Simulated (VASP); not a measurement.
# Al8O in VASP: relaxation of the atoms with PBEsol

Aim: the relaxation of the atoms of Al8O with PBEsol.

Program: VASP 6.6.1. These are calculated values, not measurements. Logs are shortened: lines on timing, memory, paths and dates and some standing lists are left out, and cuts for length are marked.

### Step 1. The cell of the first run

The cell holds a slab with vacuum, 9 atoms: a = 2.836 Å, b = 2.836 Å, c = 35.314 Å, α = 90.00°, β = 90.00°, γ = 120.00°.

### Step 2. Relaxation of the atoms, PBEsol

The input, INCAR:

```
ALGO = Normal ; DIPOL = 0.5 0.5 0.500
EDIFF = 1E-6 ; EDIFFG = -0.03
ENCUT = 520 ; GGA = PS
IBRION = 2 ; IDIPOL = 3
ISIF = 2 ; ISMEAR = 0
LASPH = True ; LCHARG = False
LDIPOL = True ; LREAL = False
LWAVE = False ; NELM = 100
NSW = 90 ; PREC = Accurate
SIGMA = 0.1
```

The input, KPOINTS:

```
k-points
0
Gamma
  12 12 1
```

The input, POSCAR:

```
Al8O
1.0
    2.8362844922      0.0000000000      0.0000000000
   -1.4181422461      2.4562944226      0.0000000000
    0.0000000000      0.0000000000     35.3137615421
Al O
8 1
Selective dynamics
Direct
    0.3333333333      0.6666666667      0.2406993656  F F F
    0.0000000000      0.0000000000      0.3066945262  F F F
    0.6666666667      0.3333333333      0.3726896867  F F F
    0.0000000000      0.0000000000      0.4386848473  F F F
    0.3333333333      0.6666666667      0.5041562492  T T T
    0.0000000000      0.0000000000      0.5704373706  T T T
    0.6666666667      0.3333333333      0.6367922409  T T T
    0.0000000000      0.0000000000      0.7041304592  T T T
    0.3333333333      0.6666666667      0.7301826258  T T T
```

Potentials or basis: VASP PAW PBE potentials, release 64 (Al, O).

Command:

```bash
> cat potpaw_PBE.64/Al/POTCAR potpaw_PBE.64/O/POTCAR > POTCAR
> mpirun -np 1 vasp_std > vasp.out
```

OUTCAR:

```text
EDIFF = 1E-6
   EDIFFG = -0.03
   ENCUT = 520
   GGA = PS
   IBRION = 2
   ISIF = 2
   ISMEAR = 0
   LASPH = True
   LREAL = False
   NELM = 100
   NSW = 90
   PREC = Accurate

 ion  position               nearest neighbor table
   1  0.333  0.667  0.241-   2 2.85   2 2.85   2 2.85
   2  0.000  0.000  0.307-   3 2.85   3 2.85   3 2.85   1 2.85   1 2.85   1 2.85
   3  0.667  0.333  0.373-   2 2.85   2 2.85   2 2.85   4 2.85   4 2.85   4 2.85
   4  0.000  0.000  0.439-   5 2.83   5 2.83   5 2.83   3 2.85   3 2.85   3 2.85
   5  0.333  0.667  0.504-   4 2.83   4 2.83   4 2.83   6 2.86   6 2.86   6 2.86
   6  0.000  0.000  0.570-   5 2.86   5 2.86   5 2.86   7 2.86   7 2.86   7 2.86
   7  0.667  0.333  0.637-   6 2.86   6 2.86   6 2.86   8 2.89   8 2.89   8 2.89
   8  0.000  0.000  0.704-   9 1.88   9 1.88   9 1.88   7 2.89   7 2.89   7 2.89
   9  0.333  0.667  0.730-   8 1.88   8 1.88   8 1.88

  LATTYP: Found a hexagonal cell.
 ALAT       =     2.8362844922
 C/A-ratio  =    12.4507120633

  Lattice vectors:

 A1 = (   2.8362844922,   0.0000000000,   0.0000000000)
 A2 = (  -1.4181422461,   2.4562944226,   0.0000000000)
 A3 = (   0.0000000000,   0.0000000000,  35.3137615421)

Analysis of symmetry for initial positions (statically):
=====================================================================
 Subroutine PRICEL returns:
 Original cell was already a primitive cell.

 Routine SETGRP: Setting up the symmetry group for a
 hexagonal supercell.

 Subroutine GETGRP returns: Found  6 space group operations
 (whereof  6 operations were pure point group operations)
 out of a pool of 24 trial point group operations.

The static configuration has the point symmetry C_3v.

Analysis of symmetry for dynamics (positions and initial velocities):
=====================================================================
 Subroutine PRICEL returns:
 Original cell was already a primitive cell.

 Routine SETGRP: Setting up the symmetry group for a
 hexagonal supercell.

 Subroutine GETGRP returns: Found  6 space group operations
 (whereof  6 operations were pure point group operations)
 out of a pool of 24 trial point group operations.

The dynamic configuration has the point symmetry C_3v.

Analysis of constrained symmetry for selective dynamics:
=====================================================================
 Subroutine PRICEL returns:
 Original cell was already a primitive cell.

 Routine SETGRP: Setting up the symmetry group for a
 hexagonal supercell.

 Subroutine GETGRP returns: Found  6 space group operations
 (whereof  6 operations were pure point group operations)
 out of a pool of 24 trial point group operations.

The constrained configuration has the point symmetry C_3v.

 Subroutine INISYM returns: Found  6 space group operations
 (whereof  6 operations are pure point group operations),
 and found     1 'primitive' translations

----------------------------------------------------------------------------------------

                                     Primitive cell

  volume of cell :     246.0221

  direct lattice vectors                    reciprocal lattice vectors
     2.836284492  0.000000000  0.000000000     0.352573941  0.203558659  0.000000000
    -1.418142246  2.456294423  0.000000000     0.000000000  0.407117319  0.000000000
     0.000000000  0.000000000 35.313761542     0.000000000  0.000000000  0.028317572

  length of vectors
     2.836284492  2.836284492 35.313761542     0.407117319  0.407117319  0.028317572

  position of ions in fractional coordinates (direct lattice)
     0.333333333  0.666666667  0.240699366
     0.000000000  0.000000000  0.306694526
     0.666666667  0.333333333  0.372689687
     0.000000000  0.000000000  0.438684847
     0.333333333  0.666666667  0.504156249
     0.000000000  0.000000000  0.570437371
     0.666666667  0.333333333  0.636792241
     0.000000000  0.000000000  0.704130459
     0.333333333  0.666666667  0.730182626

  ion indices of the primitive-cell ions
[... 60 lines left out ...]
   total plane-waves  NPLWV = 155520
   dimension x,y,z NGX =    24 NGY =   24 NGZ =  270
   dimension x,y,z NGXF=    48 NGYF=   48 NGZF=  540
   ions per type =               8   1
   NGX,Y,Z   is equivalent  to a cutoff of  14.07, 14.07, 12.71 a.u.
   NGXF,Y,Z  is equivalent  to a cutoff of  28.13, 28.13, 25.42 a.u.
 SYSTEM =  unknown system
   PREC   = accura    normal or accurate (medium, high low for compatibility)
   ISTART =      0    job   : 0-new  1-cont  2-samecut
   ICHARG =      2    charge: 1-file 2-atom 10-const
   ISPIN  =      1    spin polarized calculation?
   LNONCOLLINEAR =      F non collinear calculations
   LSORBIT =      F    spin-orbit coupling
   LASPH  =      T    aspherical Exc in radial PAW
   ENCUT  =  520.0 eV  38.22 Ry    6.18 a.u.   5.27  5.27 65.66*2*pi/ulx,y,z
   NELM   =    100;   NELMIN=  2; NELMDL= -5     # of ELM steps
   EDIFF  = 0.1E-05   stopping-criterion for ELM
   LREAL  =      F    real-space projection
   EDIFFG = -.3E-01   stopping-criterion for IOM
   NSW    =     90    number of steps for IOM
   IBRION =      2    ionic relax: 0-MD 1-quasi-New 2-CG
   NFREE  =      1    steps in history (QN), initial steepest desc. (CG)
   ISIF   =      2    stress and relaxation
   ISYM   =      2    0-nonsym 1-usesym 2-fastsym
   POTIM  = 0.5000    time-step for ionic-motion
   TEBEG  =    0.0;   TEEND  =   0.0 temperature during run
   PSTRESS=    0.0 pullay stress
   NELECT =      30.0000    total number of electrons
   NUPDOWN=      -1.0000    fix difference up-down
   EMIN   =  10.00;   EMAX   =-10.00  energy-range for DOS
   EFERMI =   0.00;   METHOD = LEGACY
   ISMEAR =     0;   SIGMA  =   0.10  broadening in eV -4-tet -1-fermi 0-gaus
   EFERMI_NEDOS =   21; number of points for ismear=-14 and -15
   IALGO  =     38    algorithm
   IMIX   =      4    mixing-type and parameters
     AMIX     =   0.40;   BMIX     =  1.00
     AMIX_MAG =   1.60;   BMIX_MAG =  1.00
  volume/ion in A,a.u.               =      27.34       184.47
  Fermi-wavevector in a.u.,A,eV,Ry     =   0.811815  1.534108  8.966837  0.659044
  Thomas-Fermi vector in A             =   1.921244
   LORBIT       =      0    0 simple, 1 ext, 2 COOP (PROOUT), +10 PAW based schemes
   GGA     = PS    functional components
   LHFCALC =     F    Hartree Fock is set to
   AEXX    =    0.0000 exact exchange contribution
   IVDW    =     0    specifies the selected vdW correction
   LEPSILON=     F    determine dielectric tensor
   LRPA    =     F    only Hartree local field effects (RPA)
 conjugate gradient relaxation of ions
 non-spin polarized calculation
 Gauss-broadening in eV      SIGMA  =   0.10
  energy-cutoff  :      520.00
  volume of cell :      246.02
 maximum number of plane-waves:      6671
 NGX is ok and might be reduce to    24
   NGX = 11   NGY = 11   NGZ =131

--------------------------------------- Ionic step        1  -------------------------------------------

 number of electron      30.0000002 magnetization

 Free energy of the ion-electron system (eV)
  ---------------------------------------------------
  ext. energy  EPLUGINS =         0.00000000
  ---------------------------------------------------
  free energy    TOTEN  =       -41.54509013 eV

  energy without entropy =      -41.52953538  energy(sigma->0) =      -41.53731275

------------------------ aborting loop because EDIFF is reached ----------------------------------------

  FORCE on cell =-STRESS in cart. coord.  units (eV):
  Direction    XX          YY          ZZ          XY          YZ          ZX
  --------------------------------------------------------------------------------------
  -------------------------------------------------------------------------------------
  Total       -0.1506742     -0.1506742     -2.9271456      0.0000000      0.0000000      0.0000000
  in kB       -0.9812403     -0.9812403    -19.0625377      0.0000000      0.0000000      0.0000000
  external PRESSURE =      -7.0083394 kB  Pullay stress =       0.0000000 kB
[... 67 lines left out ...]
  FREE ENERGIE OF THE ION-ELECTRON SYSTEM (eV)
  ---------------------------------------------------
  free  energy   TOTEN  =       -41.7499868111 eV

  energy  without entropy=      -41.7347693479  energy(sigma->0) =      -41.74237808

 dipolmoment           0.000000      0.000000     -0.007458 electrons x Angstroem

--------------------------------------- Ionic step        3  -------------------------------------------

 number of electron      30.0000001 magnetization

------------------------ aborting loop because EDIFF is reached ----------------------------------------
[... 32 lines left out ...]
  FREE ENERGIE OF THE ION-ELECTRON SYSTEM (eV)
  ---------------------------------------------------
  free  energy   TOTEN  =       -41.8264153976 eV

  energy  without entropy=      -41.8112677271  energy(sigma->0) =      -41.81884156

[... ionic steps 4 to 12 ...]

--------------------------------------- Ionic step       13  -------------------------------------------

 number of electron      30.0000002 magnetization

------------------------ aborting loop because EDIFF is reached ----------------------------------------
[... 81 lines left out ...]
--------------------------------------- Ionic step       15  -------------------------------------------

 number of electron      30.0000002 magnetization

 dipolmoment           0.000000      0.000000      0.035648 electrons x Angstroem

 Free energy of the ion-electron system (eV)
  ---------------------------------------------------
  ext. energy  EPLUGINS =         0.00000000
  ---------------------------------------------------
  free energy    TOTEN  =       -41.83946583 eV

  energy without entropy =      -41.82451429  energy(sigma->0) =      -41.83199006

 E-fermi :   2.3230     XC(G=0):  -6.1343

 val. band max:        2.2835908263   @ k =   0.3333   0.1667   0.0000
 cond. band min:       2.4092283011   @ k =   0.2500   0.2500   0.0000
 fundamental gap:      0.1256374748
 Fermi energy:         2.3229837846

 k-point     1 :       0.0000    0.0000    0.0000
  band No.  band energies     occupation
      1     -18.9210      2.00000
      2      -8.7432      2.00000
      3      -8.4242      2.00000
      4      -7.8913      2.00000
      5      -7.1763      2.00000
      6      -6.2920      2.00000
[... 426 lines left out ...]
     19       1.9354      2.00000
     20       2.2819      1.43898

------------------------ aborting loop because EDIFF is reached ----------------------------------------

 vacuum level on the upper side and lower side of the slab       (xc-potential included)         0.277        -0.631

  FORCE on cell =-STRESS in cart. coord.  units (eV):
  Direction    XX          YY          ZZ          XY          YZ          ZX
  --------------------------------------------------------------------------------------
  -------------------------------------------------------------------------------------
  Total        1.3376212      1.3376212     -0.4175690      0.0000000      0.0000000      0.0000000
  in kB        8.7110302      8.7110302     -2.7193469      0.0000000      0.0000000      0.0000000
  external PRESSURE =       4.9009045 kB  Pullay stress =       0.0000000 kB
[... 24 lines left out ...]
  FREE ENERGIE OF THE ION-ELECTRON SYSTEM (eV)
  ---------------------------------------------------
  free  energy   TOTEN  =       -41.8394658267 eV

  energy  without entropy=      -41.8245142913  energy(sigma->0) =      -41.83199006

 reached required accuracy - stopping structural energy minimisation

 vacuum level on the upper side and lower side of the slab         7.263         6.336
```

It took 47 min on 1 thread of Oxide Virtual Turin-like, shared host; peak memory 0.44 GiB.

What came out:

```
Free energy               : -41.8395 eV
Energy gained by relaxing : 32.7 meV/atom
Ionic steps               : 15
```

Step by step:
```tsv
step	energy change (eV)	largest force on free atoms (eV/Å)	pressure (GPa)
1	0.0000	2.9497	-0.70
2	-0.2049	1.7874	1.00
3	-0.2813	0.2268	0.34
4	-0.2813	0.2225	0.32
5	-0.2852	0.1628	0.34
6	-0.2901	0.1296	0.42
7	-0.2916	0.0945	0.46
8	-0.2922	0.2084	0.54
9	-0.2929	0.1721	0.53
10	-0.2939	0.0668	0.51
11	-0.2940	0.0486	0.51
12	-0.2941	0.0426	0.50
13	-0.2943	0.0330	0.48
14	-0.2943	0.0475	0.48
15	-0.2944	0.0277	0.49
```

Final structure:
```
Al O
1.0
     2.83628    0.00000    0.00000
    -1.41814    2.45629    0.00000
     0.00000    0.00000   35.31376
Al O
8 1
Direct
  0.33333 0.66667 0.24070
  0.00000 0.00000 0.30669
  0.66667 0.33333 0.37269
  0.00000 0.00000 0.43868
  0.33333 0.66667 0.50520
  0.00000 0.00000 0.57149
  0.66667 0.33333 0.63762
  0.00000 0.00000 0.70540
  0.33333 0.66667 0.72601
```

Caveat: the highest band is partly filled, so the run has too few bands; the PAW data sets were made with another functional, which shifts forces and pressure a little.
